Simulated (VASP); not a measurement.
# Al (P6/mmm) in VASP: settings compared

The runs below take Al through single point, with PBE0, PBEsol-based global hybrid with 25 % exact exchange, HSE06, B3LYP.

All numbers are computed with VASP 6.6.1; they aren't measurements. Logs are shortened: lines on timing, memory, paths and dates and some standing lists are left out, and cuts for length are marked.

**1. The cell of the first run**

Symmetry: P6/mmm, No. 191, hexagonal system. The conventional cell has a = 4.535 Å, b = 4.535 Å, c = 2.782 Å, α = 90.00°, β = 90.00°, γ = 120.00°. Al (site symmetry -6m2) has 5 Al at 2.62 to 2.78 Å within 3.5 Å.

This isn't the form of Al at room conditions, which is fcc.

**2. Single point, PBE0**

Input file POSCAR:

```
Al
1.0
    4.5348989289      0.0000028792      0.0000000000
   -2.2674519579      3.9273362364      0.0000000000
    0.0000000000      0.0000000000      2.7817287443
Al
2
Direct
    0.3333333333      0.6666666667      0.5000000000
    0.6666666667      0.3333333333      0.5000000000
```

Input file INCAR.step1:

```
SYSTEM = Al
ALGO = Normal
EDIFF = 1E-5
ENCUT = 520
GGA = PE
ISIF = 2
ISMEAR = -1
LASPH = .TRUE.
LREAL = .FALSE.
LWAVE = .TRUE.
NBANDS = 10
NELM = 60
PREC = Accurate
SIGMA = 0.05
```

Input file INCAR.step2:

```
SYSTEM = Al
AEXX = 0.25
ALGO = Normal
EDIFF = 1E-7
ENCUT = 520
GGA = PE
ISIF = 2
ISMEAR = -1
ISTART = 1
LASPH = .TRUE.
LCHARG = .TRUE.
LELF = .TRUE.
LHFCALC = .TRUE.
LREAL = .FALSE.
LVHAR = .TRUE.
LWAVE = .FALSE.
NBANDS = 10
NELM = 60
PREC = Accurate
PRECFOCK = Normal
SIGMA = 0.05
```

Input file KPOINTS:

```
k-points
0
G
  4 4 5
  0 0 0
```

Potentials or basis: VASP PAW PBE potentials, release 64 (Al).

On the command line:

```console
$ cat potpaw_PBE.64/Al/POTCAR > POTCAR
$ cp INCAR.step1 INCAR
$ mpirun -np 1 vasp_std > vasp.out
$ cp INCAR.step2 INCAR
$ mpirun -np 1 vasp_std > vasp.out
```

OUTCAR:

```text
SYSTEM = Al
   AEXX = 0.25
   EDIFF = 1E-7
   ENCUT = 520
   GGA = PE
   ISIF = 2
   ISMEAR = -1
   ISTART = 1
   LASPH = .TRUE.
   LHFCALC = .TRUE.
   LREAL = .FALSE.
   NELM = 60
   PREC = Accurate
   PRECFOCK = Normal

 ion  position               nearest neighbor table
   1  0.333  0.667  0.500-   2 2.62   2 2.62   2 2.62
   2  0.667  0.333  0.500-   1 2.62   1 2.62   1 2.62

  LATTYP: Found a hexagonal cell.
 ALAT       =     4.5348989289
 C/A-ratio  =     0.6134047942

  Lattice vectors:

 A1 = (   4.5348989289,   0.0000028792,   0.0000000000)
 A2 = (  -2.2674519579,   3.9273362364,   0.0000000000)
 A3 = (   0.0000000000,   0.0000000000,   2.7817287443)

Analysis of symmetry for initial positions (statically):
=====================================================================
 Subroutine PRICEL returns:
 Original cell was already a primitive cell.

 Routine SETGRP: Setting up the symmetry group for a
 hexagonal supercell.

 Subroutine GETGRP returns: Found 24 space group operations
 (whereof 24 operations were pure point group operations)
 out of a pool of 24 trial point group operations.

The static configuration has the point symmetry D_6h.

Analysis of symmetry for dynamics (positions and initial velocities):
=====================================================================
 Subroutine PRICEL returns:
 Original cell was already a primitive cell.

 Routine SETGRP: Setting up the symmetry group for a
 hexagonal supercell.

 Subroutine GETGRP returns: Found 24 space group operations
 (whereof 24 operations were pure point group operations)
 out of a pool of 24 trial point group operations.

The dynamic configuration has the point symmetry D_6h.

 Subroutine INISYM returns: Found 24 space group operations
 (whereof 24 operations are pure point group operations),
 and found     1 'primitive' translations

----------------------------------------------------------------------------------------

                                     Primitive cell

  volume of cell :      49.5428

  direct lattice vectors                    reciprocal lattice vectors
     4.534898929  0.000002879  0.000000000     0.220512000  0.127312849  0.000000000
    -2.267451958  3.927336236  0.000000000    -0.000000162  0.254625419  0.000000000
     0.000000000  0.000000000  2.781728744     0.000000000  0.000000000  0.359488682

  length of vectors
     4.534898929  4.534898929  2.781728744     0.254625419  0.254625419  0.359488682

  position of ions in fractional coordinates (direct lattice)
     0.333333333  0.666666667  0.500000000
     0.666666667  0.333333333  0.500000000

  ion indices of the primitive-cell ions
   primitive index   ion index
                 1           1
                 2           2

----------------------------------------------------------------------------------------

 KPOINTS: k-points

Automatic generation of k-mesh.
 Grid dimensions read from file:
 generate k-points for:    4    4    5

 Generating k-lattice:

  Cartesian coordinates                     Fractional coordinates (reciprocal lattice)
     0.055128000  0.031828212  0.000000000     0.250000000  0.000000000  0.000000000
    -0.000000040  0.063656355  0.000000000     0.000000000  0.250000000  0.000000000
     0.000000000  0.000000000  0.071897736     0.000000000  0.000000000  0.200000000

  Length of vectors
     0.063656355  0.063656355  0.071897736

  Shift w.r.t. Gamma in fractional coordinates (k-lattice)
     0.000000000  0.000000000  0.000000000

 Subroutine IBZKPT returns following result:
 ===========================================

 Found     12 irreducible k-points:

 Following reciprocal coordinates:
            Coordinates               Weight
  0.000000  0.000000  0.000000      1.000000
  0.250000  0.000000  0.000000      6.000000
  0.500000  0.000000  0.000000      3.000000
  0.250000  0.250000  0.000000      6.000000
  0.000000  0.000000  0.200000      2.000000
  0.250000  0.000000  0.200000     12.000000
  0.500000  0.000000  0.200000      6.000000
  0.250000  0.250000  0.200000     12.000000
  0.000000  0.000000  0.400000      2.000000
  0.250000  0.000000  0.400000     12.000000
  0.500000  0.000000  0.400000      6.000000
  0.250000  0.250000  0.400000     12.000000
   k-points           NKPTS =     12   k-points in BZ     NKDIM =     80   number of bands    NBANDS=     10
   number of dos      NEDOS =    301   number of ions     NIONS =      2
   total plane-waves  NPLWV =  31104
   dimension x,y,z NGX =    36 NGY =   36 NGZ =   24
   dimension x,y,z NGXF=    72 NGYF=   72 NGZF=   48
   ions per type =               2
   NGX,Y,Z   is equivalent  to a cutoff of  13.20, 13.20, 14.34 a.u.
   NGXF,Y,Z  is equivalent  to a cutoff of  26.39, 26.39, 28.69 a.u.
 SYSTEM =  Al
   PREC   = accura    normal or accurate (medium, high low for compatibility)
   ISTART =      1    job   : 0-new  1-cont  2-samecut
   ICHARG =      0    charge: 1-file 2-atom 10-const
   ISPIN  =      1    spin polarized calculation?
   LNONCOLLINEAR =      F non collinear calculations
   LSORBIT =      F    spin-orbit coupling
   LASPH  =      T    aspherical Exc in radial PAW
   ENCUT  =  520.0 eV  38.22 Ry    6.18 a.u.   8.43  8.43  5.17*2*pi/ulx,y,z
   NELM   =     60;   NELMIN=  2; NELMDL=  0     # of ELM steps
   EDIFF  = 0.1E-06   stopping-criterion for ELM
   LREAL  =      F    real-space projection
   EDIFFG = 0.1E-05   stopping-criterion for IOM
   NSW    =      0    number of steps for IOM
   IBRION =     -1    ionic relax: 0-MD 1-quasi-New 2-CG
   NFREE  =      0    steps in history (QN), initial steepest desc. (CG)
   ISIF   =      2    stress and relaxation
   ISYM   =      3    0-nonsym 1-usesym 2-fastsym
   POTIM  = 0.5000    time-step for ionic-motion
   TEBEG  =    0.0;   TEEND  =   0.0 temperature during run
   PSTRESS=    0.0 pullay stress
   NELECT =       6.0000    total number of electrons
   NUPDOWN=      -1.0000    fix difference up-down
   EMIN   =  10.00;   EMAX   =-10.00  energy-range for DOS
   EFERMI =   0.00;   METHOD = LEGACY
   ISMEAR =    -1;   SIGMA  =   0.05  broadening in eV -4-tet -1-fermi 0-gaus
   EFERMI_NEDOS =   21; number of points for ismear=-14 and -15
   IALGO  =     38    algorithm
   IMIX   =      1    mixing-type and parameters
     AMIX     =   0.40;   BMIX     =  1.00
     AMIX_MAG =   1.60;   BMIX_MAG =  1.00
  volume/ion in A,a.u.               =      24.77       167.17
  Fermi-wavevector in a.u.,A,eV,Ry     =   0.809963  1.530608  8.925961  0.656040
  Thomas-Fermi vector in A             =   1.919051
   LORBIT       =      0    0 simple, 1 ext, 2 COOP (PROOUT), +10 PAW based schemes
   GGA     = PE    functional components
   LHFCALC =     T    Hartree Fock is set to
   PRECFOCK=normal    Normal, Fast or Accurate (Low or Medium for compatibility)
   ENCUT4O =  -1.0   cutoff for four orbital integrals eV
   NKREDX  =     1    reduce k-point grid by
   NKREDY  =     1    reduce k-point grid by
   NKREDZ  =     1    reduce k-point grid by
   AEXX    =    0.2500 exact exchange contribution
   HFSCREEN=    0.0000 screening length (either q_TF or 0.3 A-1)
   HFSCREENC=   0.0000 screening length for correlation (either q_TF or 0.3 A-1)
   ENCUTFOCK=  -1.0 apply spherical cutoff to Coloumb kernel
   IVDW    =     0    specifies the selected vdW correction
   LEPSILON=     F    determine dielectric tensor
   LRPA    =     F    only Hartree local field effects (RPA)
 non-spin polarized calculation
  energy-cutoff  :      520.00
  volume of cell :       49.54
 maximum number of plane-waves:      1354
 NGX is ok and might be reduce to    36
  NGX = 28; NGY = 28; NGZ = 16

 number of electron       6.0000000 magnetization

 Free energy of the ion-electron system (eV)
  ---------------------------------------------------
  ext. energy  EPLUGINS =         0.00000000
  ---------------------------------------------------
  free energy    TOTEN  =        -7.67055845 eV

  energy without entropy =       -7.66009181  energy(sigma->0) =       -7.66532513

 E-fermi :   3.6813     XC(G=0):  -6.7120

 val. band max:        3.3445985831   @ k =   0.0000   0.0000   0.0000
 cond. band min:       3.6988273460   @ k =   0.2500   0.2500   0.4000
 fundamental gap:      0.3542287629
 Fermi energy:         3.6813251265

 k-point     1 :       0.0000    0.0000    0.0000
  band No.  band energies     occupation
      1      -6.6186      2.00000
      2       2.5495      2.00000
      3       2.5495      2.00000
      4       3.3446      1.99762
      5       6.8844      0.00000
      6       6.8844      0.00000
      7      10.2130      0.00000
      8      14.0686      0.00000
      9      14.7819      0.00000
     10      20.8053      0.00000

 k-point     2 :       0.2500    0.0000    0.0000
  band No.  band energies     occupation
      1      -6.0239      2.00000
      2      -0.8582      2.00000
      3       1.7690      2.00000
      4       5.1150      0.00000
      5       8.2662      0.00000
      6       8.7963      0.00000
      7      12.9345      0.00000
      8      14.5288      0.00000
      9      14.8736      0.00000
     10      17.8559      0.00000

 k-point     3 :       0.5000    0.0000    0.0000
  band No.  band energies     occupation
      1      -4.7990      2.00000
      2      -3.2282      2.00000
      3       1.2560      2.00000
      4       4.5906      0.00000
      5      12.1140      0.00000
      6      12.4654      0.00000
      7      12.6153      0.00000
      8      12.9145      0.00000
      9      15.4446      0.00000
     10      16.7396      0.00000
[... 92 lines left out ...]
 k-point    11 :       0.5000    0.0000    0.4000
  band No.  band energies     occupation
      1      -1.4181      2.00000
      2       0.1593      2.00000
      3       2.9192      2.00000
      4       4.9621      0.00000
      5       4.9741      0.00000
      6       8.0831      0.00000
      7      10.0855      0.00000
      8      11.7548      0.00000
      9      15.2471      0.00000
     10      15.4375      0.00000

 k-point    12 :       0.2500    0.2500    0.4000
  band No.  band energies     occupation
      1      -1.5350      2.00000
      2       0.6159      2.00000
      3       2.8043      2.00000
      4       3.6988      0.82674
      5       5.3673      0.00000
      6       8.8765      0.00000
      7      10.8288      0.00000
      8      11.0865      0.00000
      9      14.4520      0.00000
     10      14.7898      0.00000

------------------------ aborting loop because EDIFF is reached ----------------------------------------

  FORCE on cell =-STRESS in cart. coord.  units (eV):
  Direction    XX          YY          ZZ          XY          YZ          ZX
  --------------------------------------------------------------------------------------
  -------------------------------------------------------------------------------------
  Total       -0.4696236     -0.4696236      0.6925523     -0.0000000     -0.0000000      0.0000000
  in kB      -15.1872759    -15.1872759     22.3966231     -0.0000000     -0.0000000      0.0000000
  external PRESSURE =      -2.6593095 kB  Pullay stress =       0.0000000 kB

 VOLUME and BASIS-vectors are now :
 -----------------------------------------------------------------------------
  energy-cutoff  :      520.00
  volume of cell :       49.54
      direct lattice vectors                 reciprocal lattice vectors
     4.534898929  0.000002879  0.000000000     0.220512000  0.127312849  0.000000000
    -2.267451958  3.927336236  0.000000000    -0.000000162  0.254625419  0.000000000
     0.000000000  0.000000000  2.781728744     0.000000000  0.000000000  0.359488682

 POSITION                                       TOTAL-FORCE (eV/Angst)
 -----------------------------------------------------------------------------------
     -0.00000      2.61823      1.39086        -0.000000     -0.000000      0.000000
      2.26745      1.30911      1.39086         0.000000      0.000000      0.000000
 -----------------------------------------------------------------------------------
    total drift:                               -0.000000     -0.000000     -0.000000

  FREE ENERGIE OF THE ION-ELECTRON SYSTEM (eV)
  ---------------------------------------------------
  free  energy   TOTEN  =        -7.6705584522 eV

  energy  without entropy=       -7.6600918078  energy(sigma->0) =       -7.66532513
```

Run time: 1.7 min. Hardware: 1 thread of AMD EPYC 7R13 (Zen 3), shared host; peak memory 0.14 GiB.

Results:

| Quantity | Value |
| --- | --- |
| Free energy | -7.6706 eV |
| Pressure | -0.3 GPa |
| Band gap on the k mesh | zero (bands 3 and 4 overlap by 2.77 eV) |

Caveat: the k points lie up to 0.45 Å⁻¹ apart, too coarse for converged energies and pressures of a metal; the PAW data sets were made with another functional, which shifts forces and pressure a little.

**3. Single point, PBEsol-based global hybrid with 25 % exact exchange**

This run uses another cell than the first one, of 24.42 Å³/atom.

Input file POSCAR:

```
Al
1.0
    4.5144714519      0.0000028663      0.0000000000
   -2.2572382082      3.9096455289      0.0000000000
    0.0000000000      0.0000000000      2.7675878986
Al
2
Direct
    0.3333333333      0.6666666667      0.5000000000
    0.6666666667      0.3333333333      0.5000000000
```

Input file INCAR.step1:

```
SYSTEM = Al
PREC = Accurate ; ENCUT = 520
EDIFF = 1E-5 ; ISMEAR = -1
SIGMA = 0.05 ; LREAL = .FALSE.
LASPH = .TRUE. ; NELM = 60
ALGO = Normal ; ISIF = 2
LWAVE = .TRUE. ; GGA = PE
NBANDS = 10
```

Input file INCAR.step2:

```
SYSTEM = Al
PREC = Accurate ; ENCUT = 520
EDIFF = 1E-7 ; ISMEAR = -1
SIGMA = 0.05 ; LREAL = .FALSE.
LASPH = .TRUE. ; NELM = 60
ALGO = Normal ; ISIF = 2
LWAVE = .FALSE. ; LCHARG = .TRUE.
GGA = PS ; LHFCALC = .TRUE.
AEXX = 0.25 ; PRECFOCK = Normal
LELF = .TRUE. ; LVHAR = .TRUE.
ISTART = 1 ; NBANDS = 10
```

Input file KPOINTS:

```
regular mesh
0
G
  4 4 5
  0 0 0
```

Potentials or basis: VASP PAW PBE potentials, release 64 (Al).

On the command line:

```console
$ cat potpaw_PBE.64/Al/POTCAR > POTCAR
$ cp INCAR.step1 INCAR
$ mpirun -np 1 vasp_std > vasp.out
$ cp INCAR.step2 INCAR
$ mpirun -np 1 vasp_std > vasp.out
```

Run time: 2.4 min. Hardware: 1 thread of AMD EPYC 7R13 (Zen 3), shared host; peak memory 0.14 GiB.

The run converged. Its results:

```yaml
Free_energy: -8.0173 eV
Pressure: -0.2 GPa
Band_gap_on_the_k_mesh: zero (bands 3 and 4 overlap by 2.77 eV)
```

Stress tensor (GPa, compression positive):
```
-1.51  0.00  0.00
 0.00 -1.51  0.00
 0.00  0.00  2.36
```

Levels at points of the mesh, in eV from the Fermi level:
| k point | band 1 | band 2 | band 3 | band 4 | band 5 | band 6 | band 7 |
| --- | --- | --- | --- | --- | --- | --- | --- |
| (0.00, 0.00, 0.00) | -10.36 | -1.11 | -1.11 | -0.28 | 3.20 | 3.20 | 6.45 |
| (0.50, 0.00, 0.00) | -8.51 | -6.94 | -2.43 | 0.87 | 8.51 | 8.82 | 9.02 |

Caveat: the k points lie up to 0.45 Å⁻¹ apart, too coarse for converged energies and pressures of a metal; the PAW data sets were made with another functional, which shifts forces and pressure a little.

**4. Single point, HSE06**

This run uses another cell than the first one, of 24.72 Å³/atom.

Input file POSCAR:

```
Al
1.0
    4.4841417753      0.0000028470      0.0000000000
   -2.2420733532      3.8833792680      0.0000000000
    0.0000000000      0.0000000000      2.8393426733
Al
2
Direct
    0.3333333333      0.6666666667      0.5000000000
    0.6666666667      0.3333333333      0.5000000000
```

Input file INCAR.step1:

```
SYSTEM = Al
PREC     = Accurate       ! precision mode
ENCUT    = 520            ! plane-wave cutoff, eV
EDIFF    = 1E-5           ! SCF threshold, eV
ISMEAR   = -1             ! smearing method
SIGMA    = 0.05           ! smearing width, eV
LREAL    = .False.        ! projectors in reciprocal space
LASPH    = .True.         ! aspherical terms in the spheres
NELM     = 80             ! most SCF steps
ALGO     = Normal         ! electronic algorithm
ISIF     = 2              ! what is computed and relaxed
LWAVE    = .True.         ! write WAVECAR
NBANDS   = 10             ! bands
GGA      = PE             ! functional
```

Input file INCAR.step2:

```
SYSTEM = Al
PREC     = Accurate       ! precision mode
ENCUT    = 520            ! plane-wave cutoff, eV
EDIFF    = 1E-6           ! SCF threshold, eV
ISMEAR   = -1             ! smearing method
SIGMA    = 0.05           ! smearing width, eV
LREAL    = .False.        ! projectors in reciprocal space
LASPH    = .True.         ! aspherical terms in the spheres
NELM     = 80             ! most SCF steps
ALGO     = Normal         ! electronic algorithm
ISIF     = 2              ! what is computed and relaxed
LWAVE    = .False.        ! write WAVECAR
LCHARG   = .True.         ! write CHGCAR
GGA      = PE             ! functional
LHFCALC  = .True.         ! exact exchange
HFSCREEN = 0.2079         ! screening, 1/A
PRECFOCK = Normal       
LELF     = .True.         ! ELF
LVHAR    = .True.       
NBANDS   = 10             ! bands
ISTART   = 1
```

Input file KPOINTS:

```
regular mesh
0
Gamma
  4 4 5
  0 0 0
```

On the command line:

```console
$ cat potpaw_PBE.64/Al/POTCAR > POTCAR
$ cp INCAR.step1 INCAR
$ mpirun -np 1 vasp_std > vasp.out
$ cp INCAR.step2 INCAR
$ mpirun -np 1 vasp_std > vasp.out
```

Wall time 1.9 min (1 thread of AMD EPYC 7R13 (Zen 3), shared host); peak memory 0.23 GiB.

It converged, with:

| Property | Result |
| --- | --- |
| Free energy | -7.0993 eV |
| Pressure | -0.1 GPa |
| Band gap on the k mesh | zero (bands 3 and 4 overlap by 2.22 eV) |

Stress tensor (GPa, compression positive):
```
-0.18  0.00  0.00
 0.00 -0.18  0.00
 0.00  0.00  0.06
```

Levels at points of the mesh, in eV from the Fermi level:
| k point | band 1 | band 2 | band 3 | band 4 | band 5 | band 6 | band 7 |
| --- | --- | --- | --- | --- | --- | --- | --- |
| (0.00, 0.00, 0.00) | -9.66 | -0.49 | -0.49 | 0.55 | 3.18 | 3.18 | 6.51 |
| (0.50, 0.00, 0.00) | -7.79 | -6.21 | -1.77 | 0.92 | 8.45 | 8.82 | 9.07 |

Caveat: the k points lie up to 0.44 Å⁻¹ apart, too coarse for converged energies and pressures of a metal; the PAW data sets were made with another functional, which shifts forces and pressure a little.

[end of part 1 of 2]

The gap in the log of VASP goes by the Fermi energy; the results here count the filled bands.